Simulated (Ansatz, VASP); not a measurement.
WS2 in VASP and in Ansatz

Contents of POSCAR:

```
WS2
1.0
    3.1810954166      0.0000000000      0.0000000000
   -1.5905477083      2.7549094426      0.0000000000
    0.0000000000      0.0000000000     16.9507408752
W S
1 2
Direct
    0.3333333333      0.6666666667      0.0000000000
    0.6666666667      0.3333333333      0.9080224958
    0.6666666667      0.3333333333      0.0919775042
```

The input INCAR.step1:

```
SYSTEM = WS2
PREC = Accurate
ENCUT = 520
ISMEAR = 0
SIGMA = 0.02
LREAL = .FALSE.
LASPH = .TRUE.
NELM = 80
NBANDS = 20
GGA = PE
ALGO = Normal
EDIFF = 1E-4
LWAVE = .TRUE.
LCHARG = .FALSE.
```

INCAR.step2

```
SYSTEM = WS2
PREC = Accurate
ENCUT = 520
EDIFF = 1E-6
ISMEAR = 0
SIGMA = 0.02
LREAL = .FALSE.
LASPH = .TRUE.
NELM = 80
ALGO = Normal
ISIF = 2
LWAVE = .FALSE.
LCHARG = .FALSE.
METAGGA = R2SCAN
LMIXTAU = .TRUE.
NBANDS = 20
ISTART = 1
```

KPOINTS

```
Automatic mesh
0
G
  12 12 2
  0 0 0
```

Input for Ansatz:

```yaml
crystal:
  lattice:
    - [3.1810954166, 0.0, 0.0]
    - [-1.5905477083, 2.7549094426, 0.0]
    - [0.0, 0.0, 16.9507408752]
  atoms:
    - { symbol: W, position: [0.3333333333, 0.6666666667, 0.0] }
    - { symbol: S, position: [0.6666666667, 0.3333333333, 0.9080224958] }
    - { symbol: S, position: [0.6666666667, 0.3333333333, 0.0919775042] }
basis:
  ecutwfc: 500
kpoints:
  mp_grid: { grid: [12, 12, 2] }
  band_path: { path: [VBM, CBM], npoints: 2 }
hamiltonian:
  xc: r2scan
scf:
  occupations: { method: gaussian, width: 0.02 }
output:
  forces: true
  stress: true
  eigenvalues: true
checkpoint:
  read: start.run
  write: ck
  compress: false
  write_wavefunctions: false
  write_every: 100000
```

Alike in both runs: task single point; functional r2SCAN; k mesh 12 × 12 × 2; occupations gaussian, width 0.02 eV; no spin polarisation.

```csv
,VASP,Ansatz
version,VASP 6.6.1,Ansatz 0.2.0
potentials or method,"VASP PAW PBE potentials, release 64 (W_sv, S), cutoff 520 eV","scalar-relativistic, plane waves, PAW"
valence electrons in the cell,26,26
```

VASP gave:

| Quantity | Value |
| --- | --- |
| gap on the k mesh at the Fermi level (eV) | 1.91 |
| least direct gap on the mesh (eV) | 1.93 |
| rms of the force components (eV/Å) | 0.010 |

Problem. Estimate Ansatz's values.

Solution. gap on the k mesh at the Fermi level (eV): 1.89; least direct gap on the mesh (eV): 1.92; rms of the force components (eV/Å): 0.000.

VASP's potentials were made for PBE, not for r2SCAN. Atom by atom the forces differ by 0.010 eV/Å (rms over components). The functional is the same, so the differences come from potentials, cutoffs and numerics.

Spin-orbit coupling is off throughout.
